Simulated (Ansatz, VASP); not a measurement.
## One calculation of Ti12C, two programs

```
CELL_PARAMETERS angstrom
5.90000 0.00000 0.00000
-4.42500 7.66432 0.00000
0.00000 0.00000 4.68460
ATOMIC_POSITIONS crystal
Ti 0.09989 0.00253 0.00908
Ti 0.97761 0.18468 0.50514
Ti 0.86496 0.35865 0.01220
Ti 0.24826 0.54332 0.50925
Ti 0.11297 0.68897 0.00845
Ti 0.24244 0.85921 0.50813
Ti 0.60526 0.01704 0.00787
Ti 0.49335 0.18531 0.50712
Ti 0.36664 0.35967 0.01196
Ti 0.75710 0.54616 0.50893
Ti 0.61438 0.69977 0.00992
Ti 0.73799 0.85989 0.51047
C 0.36743 0.36139 0.51278
```

Alike in both runs: functional PBE; k mesh 4 × 3 × 5; occupations gaussian, width 0.15 eV; no spin polarisation.

Ansatz relaxed the structure, and its values are those at the end. VASP's run is a single point on that final structure, the one shown.

|  | VASP | Ansatz |
| --- | --- | --- |
| version | VASP 6.6.1 | Ansatz 0.2.0 |
| potentials or method | VASP PAW PBE potentials, release 64 (Ti_sv, C), cutoff 520 eV | scalar-relativistic, plane waves, PAW |
| valence electrons in the cell | 148 | 148 |

|  | VASP | Ansatz | Ansatz less VASP |
| --- | --- | --- | --- |
| rms of the force components (eV/Å) | 0.011 | 0.008 | -0.0036 |
